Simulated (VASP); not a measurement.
Cu3N:

```
Cu N
1.0
     3.80700    0.00000    0.00000
     0.00000    3.80700    0.00000
     0.00000    0.00000    3.80700
Cu N
3 1
Direct
  0.50000 0.00000 0.00000
  0.00000 0.50000 0.00000
  0.00000 0.00000 0.50000
  0.00000 0.00000 0.00000
```

```yaml
Program: VASP 6.6.1
Task: relaxation of cell and atoms
Functional: PBEsol
Potentials_or_basis: VASP PAW PBE potentials, release 64 (Cu, N)
Cutoff: 600 eV
k_mesh: 8 × 8 × 8
Occupations: fermi-dirac, width 0.1 eV
Spin: no spin polarisation
```

At the start: pressure -3.6 GPa; volume 13.79 Å³/atom.

How do energy, volume and symmetry change on relaxing?

Over 3 steps the energy falls by 4.7 meV/atom and the volume is 13.39 Å³/atom (-2.9 %); space group Pm-3m (No. 221, to 0.1 Å) before and after.

Step by step:
```csv
step,energy change (eV),largest force (eV/Å),pressure (GPa),volume (Å³)
1,0.0000,0.0000,-3.64,55.18
2,-0.0130,0.0000,2.16,52.71
3,-0.0188,0.0000,0.00,53.57
```

Final structure:
```cif
data_structure
_symmetry_space_group_name_H-M 'P 1'
_symmetry_Int_Tables_number 1
_cell_length_a 3.7697
_cell_length_b 3.7697
_cell_length_c 3.7697
_cell_angle_alpha 90.000
_cell_angle_beta 90.000
_cell_angle_gamma 90.000
_cell_volume 53.57
loop_
_atom_site_label
_atom_site_type_symbol
_atom_site_fract_x
_atom_site_fract_y
_atom_site_fract_z
_atom_site_occupancy
Cu1 Cu 0.50000 0.00000 0.00000 1
Cu2 Cu 0.00000 0.50000 0.00000 1
Cu3 Cu 0.00000 0.00000 0.50000 1
N1 N 0.00000 0.00000 0.00000 1
```

Caveat: the PAW data sets were made with another functional, which shifts forces and pressure a little.
